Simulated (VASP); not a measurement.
# Sn (Fd-3m) in VASP: a series of runs

Runs on Sn. Level: r2SCAN. Tasks: single point.

Program: VASP 6.6.1. These are calculated values, not measurements. Logs are shortened: lines on timing, memory, paths and dates and some standing lists are left out, and cuts for length are marked.

### 1 The cell of the first run

It takes space group Fd-3m (No. 227, cubic). Conventional cell: a = 6.568 Å, b = 6.568 Å, c = 6.568 Å, α = 90.00°, β = 90.00°, γ = 90.00°. Within 3.7 Å of Sn (site symmetry -43m) lie 4 Sn at 2.84 Å.

### 2 Single point, r2SCAN

The input, POSCAR:

```
Sn
1.0
    0.0000000000      3.2840539893      3.2840539893
    3.2840539893      0.0000000000      3.2840539893
    3.2840539893      3.2840539893      0.0000000000
Sn
2
Direct
    0.5000000000      0.5000000000      0.5000000000
    0.7500000000      0.7500000000      0.7500000000
```

The input, INCAR.step1:

```
SYSTEM = Sn
ALGO = Normal ; EDIFF = 1E-4
ENCUT = 520 ; GGA = PE
ISMEAR = -1 ; LASPH = .TRUE.
LCHARG = .FALSE. ; LREAL = .FALSE.
LWAVE = .TRUE. ; NBANDS = 21
NELM = 100 ; PREC = Accurate
SIGMA = 0.1
```

The input, INCAR.step2:

```
SYSTEM = Sn
ALGO = Normal ; EDIFF = 1E-6
ENCUT = 520 ; ISIF = 2
ISMEAR = -1 ; ISTART = 1
LASPH = .TRUE. ; LCHARG = .TRUE.
LELF = .TRUE. ; LMIXTAU = .TRUE.
LREAL = .FALSE. ; LVHAR = .TRUE.
LWAVE = .FALSE. ; METAGGA = R2SCAN
NBANDS = 21 ; NELM = 100
PREC = Accurate ; SIGMA = 0.1
```

The input, KPOINTS:

```
k-points
0
G
  2 2 2
  0 0 0
```

Potentials or basis: VASP PAW PBE potentials, release 64 (Sn_d).

Run with:

```bash
cat potpaw_PBE.64/Sn_d/POTCAR > POTCAR
cp INCAR.step1 INCAR
mpirun -np 1 vasp_std > vasp.out
cp INCAR.step2 INCAR
mpirun -np 1 vasp_std > vasp.out
```

OUTCAR:

```text
SYSTEM = Sn
   EDIFF = 1E-6
   ENCUT = 520
   ISIF = 2
   ISMEAR = -1
   ISTART = 1
   LASPH = .TRUE.
   LREAL = .FALSE.
   METAGGA = R2SCAN
   NELM = 100
   PREC = Accurate

 ion  position               nearest neighbor table
   1  0.500  0.500  0.500-   2 2.84   2 2.84   2 2.84   2 2.84
   2  0.750  0.750  0.750-   1 2.84   1 2.84   1 2.84   1 2.84

  LATTYP: Found a face centered cubic cell.
 ALAT       =     6.5681079786

  Lattice vectors:

 A1 = (   0.0000000000,   3.2840539893,   3.2840539893)
 A2 = (   3.2840539893,   0.0000000000,   3.2840539893)
 A3 = (   3.2840539893,   3.2840539893,   0.0000000000)

Analysis of symmetry for initial positions (statically):
=====================================================================
 Subroutine PRICEL returns:
 Original cell was already a primitive cell.

 Routine SETGRP: Setting up the symmetry group for a
 face centered cubic supercell.

 Subroutine GETGRP returns: Found 48 space group operations
 (whereof 24 operations were pure point group operations)
 out of a pool of 48 trial point group operations.

The static configuration has the point symmetry T_d .
 The point group associated with its full space group is O_h .

Analysis of symmetry for dynamics (positions and initial velocities):
=====================================================================
 Subroutine PRICEL returns:
 Original cell was already a primitive cell.

 Routine SETGRP: Setting up the symmetry group for a
 face centered cubic supercell.

 Subroutine GETGRP returns: Found 48 space group operations
 (whereof 24 operations were pure point group operations)
 out of a pool of 48 trial point group operations.

The dynamic configuration has the point symmetry T_d .
 The point group associated with its full space group is O_h .

 Subroutine INISYM returns: Found 48 space group operations
 (whereof 24 operations are pure point group operations),
 and found     1 'primitive' translations

----------------------------------------------------------------------------------------

                                     Primitive cell

  volume of cell :      70.8371

  direct lattice vectors                    reciprocal lattice vectors
     0.000000000  3.284053989  3.284053989    -0.152250847  0.152250847  0.152250847
     3.284053989  0.000000000  3.284053989     0.152250847 -0.152250847  0.152250847
     3.284053989  3.284053989  0.000000000     0.152250847  0.152250847 -0.152250847

  length of vectors
     4.644353691  4.644353691  4.644353691     0.263706202  0.263706202  0.263706202

  position of ions in fractional coordinates (direct lattice)
     0.500000000  0.500000000  0.500000000
     0.750000000  0.750000000  0.750000000

  ion indices of the primitive-cell ions
   primitive index   ion index
                 1           1
                 2           2

----------------------------------------------------------------------------------------

 KPOINTS: k-points

Automatic generation of k-mesh.
 Grid dimensions read from file:
 generate k-points for:    2    2    2

 Generating k-lattice:

  Cartesian coordinates                     Fractional coordinates (reciprocal lattice)
    -0.076125423  0.076125423  0.076125423     0.500000000  0.000000000  0.000000000
     0.076125423 -0.076125423  0.076125423     0.000000000  0.500000000  0.000000000
     0.076125423  0.076125423 -0.076125423     0.000000000  0.000000000  0.500000000

  Length of vectors
     0.131853101  0.131853101  0.131853101

  Shift w.r.t. Gamma in fractional coordinates (k-lattice)
     0.000000000  0.000000000  0.000000000

 Subroutine IBZKPT returns following result:
 ===========================================

 Found      3 irreducible k-points:

 Following reciprocal coordinates:
            Coordinates               Weight
  0.000000  0.000000  0.000000      1.000000
  0.500000  0.000000  0.000000      4.000000
  0.500000  0.500000  0.000000      3.000000
   k-points           NKPTS =      3   k-points in BZ     NKDIM =      3   number of bands    NBANDS=     21
   number of dos      NEDOS =    301   number of ions     NIONS =      2
   total plane-waves  NPLWV =  46656
   dimension x,y,z NGX =    36 NGY =   36 NGZ =   36
   dimension x,y,z NGXF=    72 NGYF=   72 NGZF=   72
   ions per type =               2
   NGX,Y,Z   is equivalent  to a cutoff of  12.89, 12.89, 12.89 a.u.
   NGXF,Y,Z  is equivalent  to a cutoff of  25.77, 25.77, 25.77 a.u.
 SYSTEM =  Sn
   PREC   = accura    normal or accurate (medium, high low for compatibility)
   ISTART =      1    job   : 0-new  1-cont  2-samecut
   ICHARG =      0    charge: 1-file 2-atom 10-const
   ISPIN  =      1    spin polarized calculation?
   LNONCOLLINEAR =      F non collinear calculations
   LSORBIT =      F    spin-orbit coupling
   LASPH  =      T    aspherical Exc in radial PAW
   ENCUT  =  520.0 eV  38.22 Ry    6.18 a.u.   8.64  8.64  8.64*2*pi/ulx,y,z
   NELM   =    100;   NELMIN=  2; NELMDL=  0     # of ELM steps
   EDIFF  = 0.1E-05   stopping-criterion for ELM
   LREAL  =      F    real-space projection
   EDIFFG = 0.1E-04   stopping-criterion for IOM
   NSW    =      0    number of steps for IOM
   IBRION =     -1    ionic relax: 0-MD 1-quasi-New 2-CG
   NFREE  =      0    steps in history (QN), initial steepest desc. (CG)
   ISIF   =      2    stress and relaxation
   ISYM   =      2    0-nonsym 1-usesym 2-fastsym
   POTIM  = 0.5000    time-step for ionic-motion
   TEBEG  =    0.0;   TEEND  =   0.0 temperature during run
   PSTRESS=    0.0 pullay stress
   NELECT =      28.0000    total number of electrons
   NUPDOWN=      -1.0000    fix difference up-down
   EMIN   =  10.00;   EMAX   =-10.00  energy-range for DOS
   EFERMI =   0.00;   METHOD = LEGACY
   ISMEAR =    -1;   SIGMA  =   0.10  broadening in eV -4-tet -1-fermi 0-gaus
   EFERMI_NEDOS =   21; number of points for ismear=-14 and -15
   IALGO  =     38    algorithm
   IMIX   =      4    mixing-type and parameters
     AMIX     =   0.40;   BMIX     =  1.00
     AMIX_MAG =   1.60;   BMIX_MAG =  1.00
  volume/ion in A,a.u.               =      35.42       239.02
  Fermi-wavevector in a.u.,A,eV,Ry     =   1.201454  2.270419 19.639904  1.443492
  Thomas-Fermi vector in A             =   2.337263
   LORBIT       =      0    0 simple, 1 ext, 2 COOP (PROOUT), +10 PAW based schemes
   METAGGA = R2SCAN    functional components
   LHFCALC =     F    Hartree Fock is set to
   AEXX    =    0.0000 exact exchange contribution
   IVDW    =     0    specifies the selected vdW correction
   LEPSILON=     F    determine dielectric tensor
   LRPA    =     F    only Hartree local field effects (RPA)
 non-spin polarized calculation
  energy-cutoff  :      520.00
  volume of cell :       70.84
 maximum number of plane-waves:      1924
 NGX is ok and might be reduce to    36
   NGX = 17   NGY = 17   NGZ = 17

 number of electron      27.9999984 magnetization

 Free energy of the ion-electron system (eV)
  ---------------------------------------------------
  ext. energy  EPLUGINS =         0.00000000
  ---------------------------------------------------
  free energy    TOTEN  =       -47.36298266 eV

  energy without entropy =      -47.25776236  energy(sigma->0) =      -47.31037251

 E-fermi :   5.2851     XC(G=0):  -9.3107

 val. band max:        4.7411092660   @ k =   0.0000   0.0000   0.0000
 cond. band min:       5.3598658460   @ k =   0.0000   0.0000   0.0000
 fundamental gap:      0.6187565800
 Fermi energy:         5.2851308668

 k-point     1 :       0.0000    0.0000    0.0000
  band No.  band energies     occupation
      1     -16.8103      2.00000
      2     -16.8103      2.00000
      3     -16.8103      2.00000
      4     -16.7521      2.00000
      5     -16.7521      2.00000
      6     -16.4527      2.00000
[... 13 lines left out ...]
     20      13.4884      0.00000
     21      13.4884      0.00000

 k-point     2 :       0.5000    0.0000    0.0000
  band No.  band energies     occupation
      1     -16.8461      2.00000
      2     -16.8461      2.00000
      3     -16.7851      2.00000
      4     -16.6925      2.00000
      5     -16.6925      2.00000
      6     -16.5059      2.00000
[... 13 lines left out ...]
     20      14.4144      0.00000
     21      14.4184      0.00000

 k-point     3 :       0.5000    0.5000    0.0000
  band No.  band energies     occupation
      1     -16.8610      2.00000
      2     -16.8610      2.00000
      3     -16.7297      2.00000
      4     -16.7297      2.00000
      5     -16.5930      2.00000
      6     -16.5930      2.00000
[... 13 lines left out ...]
     20      14.8569      0.00000
     21      16.0369      0.00000

------------------------ aborting loop because EDIFF is reached ----------------------------------------

  FORCE on cell =-STRESS in cart. coord.  units (eV):
  Direction    XX          YY          ZZ          XY          YZ          ZX
  --------------------------------------------------------------------------------------
  -------------------------------------------------------------------------------------
  Total        3.4676680      3.4676680      3.4676680      0.0000000      0.0000000      0.0000000
  in kB       78.4309051     78.4309051     78.4309051      0.0000000      0.0000000      0.0000000
  external PRESSURE =      78.4309051 kB  Pullay stress =       0.0000000 kB

 VOLUME and BASIS-vectors are now :
 -----------------------------------------------------------------------------
  energy-cutoff  :      520.00
  volume of cell :       70.84
      direct lattice vectors                 reciprocal lattice vectors
     0.000000000  3.284053989  3.284053989    -0.152250847  0.152250847  0.152250847
     3.284053989  0.000000000  3.284053989     0.152250847 -0.152250847  0.152250847
     3.284053989  3.284053989  0.000000000     0.152250847  0.152250847 -0.152250847

 POSITION                                       TOTAL-FORCE (eV/Angst)
 -----------------------------------------------------------------------------------
      3.28405      3.28405      3.28405         0.000000      0.000000      0.000000
      4.92608      4.92608      4.92608        -0.000000     -0.000000     -0.000000
 -----------------------------------------------------------------------------------
    total drift:                                0.000000      0.000000      0.000000

  FREE ENERGIE OF THE ION-ELECTRON SYSTEM (eV)
  ---------------------------------------------------
  free  energy   TOTEN  =       -47.3629826586 eV

  energy  without entropy=      -47.2577623572  energy(sigma->0) =      -47.31037251
```

Wall time 68 s (1 thread of AMD EPYC 7R13, shared host); peak memory 0.18 GiB.

What came out:

```yaml
Free_energy: -47.3630 eV
Pressure: 7.8 GPa
Band_gap_on_the_k_mesh: zero (filled and empty bands touch)
```

Levels at points of the mesh, in eV from the Fermi level:
| k point | band 11 | band 12 | band 13 | band 14 | band 15 | band 16 | band 17 | band 18 |
| --- | --- | --- | --- | --- | --- | --- | --- | --- |
| (0.00, 0.00, 0.00) | -10.81 | -0.54 | 0.07 | 0.07 | 0.07 | 2.25 | 2.25 | 2.25 |
| (0.50, 0.00, 0.00) | -9.16 | -6.39 | -1.15 | -1.15 | 0.10 | 3.37 | 3.37 | 5.89 |
| (0.50, 0.50, 0.00) | -7.66 | -7.66 | -2.50 | -2.50 | 0.96 | 0.96 | 7.95 | 7.95 |

Caveat: the k points lie up to 0.83 Å⁻¹ apart; the PAW data sets were made with another functional, which shifts forces and pressure a little; spin-orbit coupling is left out, which moves the levels of the heavy elements.

[end of part 1 of 3]
